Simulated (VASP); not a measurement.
# NaTbBr4 in VASP: a series of runs

The runs below take NaTbBr4 through single point, with PBE.

All numbers are computed with VASP 6.6.1; they aren't measurements. Logs are shortened: lines on timing, memory, paths and dates and some standing lists are left out, and cuts for length are marked.

## (1) The cell of the first run

The typed cell holds 6 atoms: a = 5.008 Å, b = 5.212 Å, c = 7.844 Å, α = 77.88°, β = 79.26°, γ = 86.90°.

## (2) Single point, PBE

The input, INCAR:

```
SYSTEM = NaTbBr4
ALGO = Normal ; EDIFF = 1E-6
ENCUT = 500 ; GGA = PE
GGA_COMPAT = .FALSE. ; ISIF = 2
ISMEAR = 0 ; LASPH = .TRUE.
LCHARG = .FALSE. ; LMAXMIX = 6
LREAL = .FALSE. ; LWAVE = .FALSE.
NBANDS = 31 ; NELM = 200
PREC = Accurate ; SIGMA = 0.1
```

The input, KPOINTS:

```
k-points
0
G
  4 4 2
  0 0 0
```

The input, POSCAR:

```
NaTbBr4
1.0
    5.0079382398      0.0000000000      0.0000000000
    0.2818215808      5.2041376870      0.0000000000
    1.4620225686      1.5707717992      7.5451188083
Na Tb Br
1 1 4
Direct
    0.0633784105      0.9361342702      0.9926204409
    0.4233095108      0.5875810781      0.5030022694
    0.5088318634      0.0273973390      0.6503777967
    0.9806919004      0.4789309058      0.3526287150
    0.5004249500      0.9678719809      0.1881110864
    0.0233633647      0.5020844259      0.8132596915
```

Potentials or basis: VASP PAW PBE potentials, release 64 (Na_pv, Tb_3, Br), 4f in core.

Launch:

```console
$ cat potpaw_PBE.64/Na_pv/POTCAR potpaw_PBE.64/Tb_3/POTCAR potpaw_PBE.64/Br/POTCAR > POTCAR
$ mpirun -np 1 vasp_std > vasp.out
```

OUTCAR:

```text
SYSTEM = NaTbBr4
   EDIFF = 1E-6
   ENCUT = 500
   GGA = PE
   ISIF = 2
   ISMEAR = 0
   LASPH = .TRUE.
   LREAL = .FALSE.
   NELM = 200
   PREC = Accurate

 ion  position               nearest neighbor table
   1  0.063  0.936  0.993-
   2  0.423  0.588  0.503-   5 2.80   6 2.82   4 2.83   3 2.86   4 2.90   3 2.95
   3  0.509  0.027  0.650-   2 2.86   2 2.95
   4  0.981  0.479  0.353-   2 2.83   2 2.90
   5  0.500  0.968  0.188-   2 2.80
   6  0.023  0.502  0.813-   2 2.82

  LATTYP: Found a triclinic cell.
 ALAT       =     5.2117628945
 B/A-ratio  =     1.3488489795
 C/A-ratio  =     1.7667150473
 COS(alpha) =     0.0126404410
 COS(beta)  =     0.4165026678
 COS(gamma) =     0.7028515721

  Lattice vectors:

 A1 = (  -0.2818215808,  -5.2041376870,   0.0000000000)
 A2 = (   4.7261166590,  -5.2041376870,   0.0000000000)
 A3 = (  -3.8277372520,  -3.6333658878,   7.5451188083)

Analysis of symmetry for initial positions (statically):
=====================================================================
 Subroutine PRICEL returns:
 Original cell was already a primitive cell.

 Routine SETGRP: Setting up the symmetry group for a
 triclinic supercell.

 Subroutine GETGRP returns: Found  1 space group operations
 (whereof  1 operations were pure point group operations)
 out of a pool of  2 trial point group operations.

The static configuration has the point symmetry C_1 .

Analysis of symmetry for dynamics (positions and initial velocities):
=====================================================================
 Subroutine PRICEL returns:
 Original cell was already a primitive cell.

 Routine SETGRP: Setting up the symmetry group for a
 triclinic supercell.

 Subroutine GETGRP returns: Found  1 space group operations
 (whereof  1 operations were pure point group operations)
 out of a pool of  2 trial point group operations.

The dynamic configuration has the point symmetry C_1 .

 Subroutine INISYM returns: Found  1 space group operations
 (whereof  1 operations are pure point group operations),
 and found     1 'primitive' translations

----------------------------------------------------------------------------------------

                                     Primitive cell

  volume of cell :     196.6409

  direct lattice vectors                    reciprocal lattice vectors
     5.007938240  0.000000000  0.000000000     0.199682974 -0.010813505 -0.036441502
     0.281821581  5.204137687  0.000000000     0.000000000  0.192154793 -0.040003522
     1.462022569  1.570771799  7.545118808     0.000000000  0.000000000  0.132536018

  length of vectors
     5.007938240  5.211762895  7.844338842     0.203268800  0.196274671  0.132536018

  position of ions in fractional coordinates (direct lattice)
     0.063378411  0.936134270  0.992620441
     0.423309511  0.587581078  0.503002269
     0.508831863  0.027397339  0.650377797
     0.980691900  0.478930906  0.352628715
     0.500424950  0.967871981  0.188111086
     0.023363365  0.502084426  0.813259692

  ion indices of the primitive-cell ions
   primitive index   ion index
                 1           1
                 2           2
                 3           3
                 4           4
                 5           5
                 6           6

----------------------------------------------------------------------------------------

 KPOINTS: k-points

Automatic generation of k-mesh.
 Grid dimensions read from file:
 generate k-points for:    4    4    2

 Generating k-lattice:

  Cartesian coordinates                     Fractional coordinates (reciprocal lattice)
     0.049920743 -0.002703376 -0.009110376     0.250000000  0.000000000 -0.000000000
     0.000000000  0.048038698 -0.010000881     0.000000000  0.250000000  0.000000000
     0.000000000  0.000000000  0.066268009     0.000000000  0.000000000  0.500000000

  Length of vectors
     0.050817200  0.049068668  0.066268009

  Shift w.r.t. Gamma in fractional coordinates (k-lattice)
     0.000000000  0.000000000  0.000000000

 Subroutine IBZKPT returns following result:
 ===========================================

 Found     20 irreducible k-points:

 Following reciprocal coordinates:
            Coordinates               Weight
  0.000000  0.000000  0.000000      1.000000
  0.250000 -0.000000 -0.000000      2.000000
  0.500000 -0.000000 -0.000000      1.000000
  0.000000  0.250000  0.000000      2.000000
  0.250000  0.250000 -0.000000      2.000000
  0.500000  0.250000 -0.000000      2.000000
[... 12 lines left out ...]
  0.250000  0.500000  0.500000      2.000000
  0.500000  0.500000  0.500000      1.000000
   k-points           NKPTS =     20   k-points in BZ     NKDIM =     20   number of bands    NBANDS=     31
   number of dos      NEDOS =    301   number of ions     NIONS =      6
   total plane-waves  NPLWV =  96000
   dimension x,y,z NGX =    40 NGY =   40 NGZ =   60
   dimension x,y,z NGXF=    80 NGYF=   80 NGZF=  120
   ions per type =               1   1   4
   NGX,Y,Z   is equivalent  to a cutoff of  13.28, 12.76, 12.72 a.u.
   NGXF,Y,Z  is equivalent  to a cutoff of  26.56, 25.52, 25.43 a.u.
 SYSTEM =  NaTbBr4
   PREC   = accura    normal or accurate (medium, high low for compatibility)
   ISTART =      0    job   : 0-new  1-cont  2-samecut
   ICHARG =      2    charge: 1-file 2-atom 10-const
   ISPIN  =      1    spin polarized calculation?
   LNONCOLLINEAR =      F non collinear calculations
   LSORBIT =      F    spin-orbit coupling
   LASPH  =      T    aspherical Exc in radial PAW
   ENCUT  =  500.0 eV  36.75 Ry    6.06 a.u.   9.13  9.50 14.30*2*pi/ulx,y,z
   NELM   =    200;   NELMIN=  2; NELMDL= -5     # of ELM steps
   EDIFF  = 0.1E-05   stopping-criterion for ELM
   LREAL  =      F    real-space projection
   EDIFFG = 0.1E-04   stopping-criterion for IOM
   NSW    =      0    number of steps for IOM
   IBRION =     -1    ionic relax: 0-MD 1-quasi-New 2-CG
   NFREE  =      0    steps in history (QN), initial steepest desc. (CG)
   ISIF   =      2    stress and relaxation
   ISYM   =      2    0-nonsym 1-usesym 2-fastsym
   POTIM  = 0.5000    time-step for ionic-motion
   TEBEG  =    0.0;   TEEND  =   0.0 temperature during run
   PSTRESS=    0.0 pullay stress
   NELECT =      44.0000    total number of electrons
   NUPDOWN=      -1.0000    fix difference up-down
   EMIN   =  10.00;   EMAX   =-10.00  energy-range for DOS
   EFERMI =   0.00;   METHOD = LEGACY
   ISMEAR =     0;   SIGMA  =   0.10  broadening in eV -4-tet -1-fermi 0-gaus
   EFERMI_NEDOS =   21; number of points for ismear=-14 and -15
   IALGO  =     38    algorithm
   IMIX   =      4    mixing-type and parameters
     AMIX     =   0.40;   BMIX     =  1.00
     AMIX_MAG =   1.60;   BMIX_MAG =  1.00
  volume/ion in A,a.u.               =      32.77       221.17
  Fermi-wavevector in a.u.,A,eV,Ry     =   0.993881  1.878163 13.439831  0.987800
  Thomas-Fermi vector in A             =   2.125794
   LORBIT       =      0    0 simple, 1 ext, 2 COOP (PROOUT), +10 PAW based schemes
   GGA     = PE    functional components
   LHFCALC =     F    Hartree Fock is set to
   AEXX    =    0.0000 exact exchange contribution
   IVDW    =     0    specifies the selected vdW correction
   LEPSILON=     F    determine dielectric tensor
   LRPA    =     F    only Hartree local field effects (RPA)
 non-spin polarized calculation
 Gauss-broadening in eV      SIGMA  =   0.10
  energy-cutoff  :      500.00
  volume of cell :      196.64
 maximum number of plane-waves:      5013
 NGX is ok and might be reduce to    40
   NGX = 19   NGY = 19   NGZ = 29

 number of electron      43.9999998 magnetization

 Free energy of the ion-electron system (eV)
  ---------------------------------------------------
  ext. energy  EPLUGINS =         0.00000000
  ---------------------------------------------------
  free energy    TOTEN  =       -22.78764978 eV

  energy without entropy =      -22.78764978  energy(sigma->0) =      -22.78764978

 E-fermi :   0.0740     XC(G=0):  -7.8379

 val. band max:       -0.3912683536   @ k =   0.5000   0.5000  -0.0000
 cond. band min:       3.1948873810   @ k =   0.0000   0.0000   0.0000
 fundamental gap:      3.5861557346
 Fermi energy:         0.0739723413

 k-point     1 :       0.0000    0.0000    0.0000
  band No.  band energies     occupation
      1     -22.4283      2.00000
      2     -22.4221      2.00000
      3     -22.4172      2.00000
      4     -22.4158      2.00000
      5     -22.3797      2.00000
      6     -22.2901      2.00000
[... 23 lines left out ...]
     30       7.1054      0.00000
     31       7.3840      0.00000

 k-point     2 :       0.2500   -0.0000   -0.0000
  band No.  band energies     occupation
      1     -22.4298      2.00000
      2     -22.4226      2.00000
      3     -22.4196      2.00000
      4     -22.4173      2.00000
      5     -22.3843      2.00000
      6     -22.2939      2.00000
[... 23 lines left out ...]
     30       6.7527      0.00000
     31       7.3111      0.00000

 k-point     3 :       0.5000   -0.0000   -0.0000
  band No.  band energies     occupation
      1     -22.4346      2.00000
      2     -22.4238      2.00000
      3     -22.4213      2.00000
      4     -22.4177      2.00000
      5     -22.3873      2.00000
      6     -22.2968      2.00000
[... 23 lines left out ...]
     30       6.9122      0.00000
     31       7.1529      0.00000

 k-point     4 :       0.0000    0.2500    0.0000
  band No.  band energies     occupation
      1     -22.4285      2.00000
      2     -22.4229      2.00000
      3     -22.4178      2.00000
      4     -22.4169      2.00000
      5     -22.3854      2.00000
      6     -22.2928      2.00000
[... 23 lines left out ...]
     30       6.7051      0.00000
     31       7.3566      0.00000

 k-point     5 :       0.2500    0.2500   -0.0000
  band No.  band energies     occupation
      1     -22.4301      2.00000
      2     -22.4234      2.00000
      3     -22.4199      2.00000
      4     -22.4178      2.00000
      5     -22.3902      2.00000
      6     -22.2969      2.00000
[... 23 lines left out ...]
     30       7.1160      0.00000
     31       7.3708      0.00000
[... 406 lines left out ...]
     30       7.4282      0.00000
     31       7.5354      0.00000

 k-point    18 :       0.0000    0.5000    0.5000
  band No.  band energies     occupation
      1     -22.4280      2.00000
      2     -22.4248      2.00000
      3     -22.4202      2.00000
      4     -22.4176      2.00000
      5     -22.3899      2.00000
      6     -22.2948      2.00000
[... 23 lines left out ...]
     30       7.1358      0.00000
     31       7.6527      0.00000

 k-point    19 :       0.2500    0.5000    0.5000
  band No.  band energies     occupation
      1     -22.4294      2.00000
      2     -22.4245      2.00000
      3     -22.4210      2.00000
      4     -22.4181      2.00000
      5     -22.3972      2.00000
      6     -22.2988      2.00000
[... 23 lines left out ...]
     30       7.4695      0.00000
     31       7.7534      0.00000

 k-point    20 :       0.5000    0.5000    0.5000
  band No.  band energies     occupation
      1     -22.4329      2.00000
      2     -22.4244      2.00000
      3     -22.4224      2.00000
      4     -22.4185      2.00000
      5     -22.4028      2.00000
      6     -22.3019      2.00000
[... 23 lines left out ...]
     30       7.7173      0.00000
     31       7.8571      0.00000

------------------------ aborting loop because EDIFF is reached ----------------------------------------

  FORCE on cell =-STRESS in cart. coord.  units (eV):
  Direction    XX          YY          ZZ          XY          YZ          ZX
  --------------------------------------------------------------------------------------
  -------------------------------------------------------------------------------------
  Total        0.3217659      0.0882976      0.3898778      0.0295354      0.0643373      0.0301210
  in kB        2.6216622      0.7194249      3.1766197      0.2406464      0.5242030      0.2454175
  external PRESSURE =       2.1725689 kB  Pullay stress =       0.0000000 kB

 VOLUME and BASIS-vectors are now :
 -----------------------------------------------------------------------------
  energy-cutoff  :      500.00
  volume of cell :      196.64
      direct lattice vectors                 reciprocal lattice vectors
     5.007938240  0.000000000  0.000000000     0.199682974 -0.010813505 -0.036441502
     0.281821581  5.204137687  0.000000000     0.000000000  0.192154793 -0.040003522
     1.462022569  1.570771799  7.545118808     0.000000000  0.000000000  0.132536018

 POSITION                                       TOTAL-FORCE (eV/Angst)
 -----------------------------------------------------------------------------------
      2.03245      6.43095      7.48944        -0.015932      0.010822      0.002275
      3.02090      3.84795      3.79521         0.005796      0.009561      0.069869
      3.50679      1.16417      4.90718         0.006538     -0.022937     -0.046706
      5.56177      3.04632      2.66063         0.029877     -0.023041     -0.016601
      3.05389      5.33242      1.41932        -0.012560      0.031676     -0.044986
      1.44750      3.89036      6.13614        -0.013718     -0.006081      0.036149
 -----------------------------------------------------------------------------------
    total drift:                                0.000128     -0.000340      0.000299

  FREE ENERGIE OF THE ION-ELECTRON SYSTEM (eV)
  ---------------------------------------------------
  free  energy   TOTEN  =       -22.7876497827 eV

  energy  without entropy=      -22.7876497827  energy(sigma->0) =      -22.78764978
```

Run time: 71 s. Hardware: 1 thread of Intel Xeon 6975P-C (Granite Rapids), shared host; peak memory 0.35 GiB.

Results:

* Free energy: -22.7876 eV
* Pressure: 0.2 GPa
* Largest force: 0.071 eV/Å
* Band gap on the k mesh: 3.59 eV (least direct gap 3.80 eV)

Forces in eV/Å, atoms in the order of the input:
```
Na  -0.016  0.011  0.002
Tb   0.006  0.010  0.070
Br   0.007 -0.023 -0.047
Br   0.030 -0.023 -0.017
Br  -0.013  0.032 -0.045
Br  -0.014 -0.006  0.036
```

Stress tensor (GPa, compression positive):
```
0.26 0.02 0.02
0.02 0.07 0.05
0.02 0.05 0.32
```

Levels at points of the mesh, in eV from the valence-band top:
```
           k point  band 19  band 20  band 21  band 22  band 23  band 24  band 25  band 26
(0.00, 0.00, 0.00)    -0.59    -0.47    -0.37    -0.30     3.59     4.27     4.42     4.74
(0.50, 0.00, 0.00)    -0.94    -0.64    -0.52    -0.19     3.70     3.99     4.20     5.01
(0.00, 0.50, 0.00)    -0.87    -0.64    -0.55    -0.15     3.72     3.93     4.26     5.01
(0.50, 0.50, 0.00)    -0.60    -0.58    -0.46     0.00     3.80     3.91     4.20     5.17
(0.00, 0.00, 0.50)    -0.87    -0.59    -0.52    -0.28     3.63     4.48     4.62     5.22
(0.50, 0.00, 0.50)    -0.96    -0.86    -0.70    -0.39     3.73     3.96     4.39     5.16
(0.00, 0.50, 0.50)    -0.95    -0.86    -0.72    -0.32     3.71     4.01     4.33     5.21
(0.50, 0.50, 0.50)    -0.84    -0.68    -0.28    -0.14     3.78     3.91     4.37     5.13
```

Caveat: spin-orbit coupling is left out, which moves the levels of the heavy elements; the 4f electrons are frozen in the core, so they carry no moment and show no levels. Spin polarisation is off, so any magnetic state and its effect on volume and gap are missing.

(Part 1 of 2 ends here.)
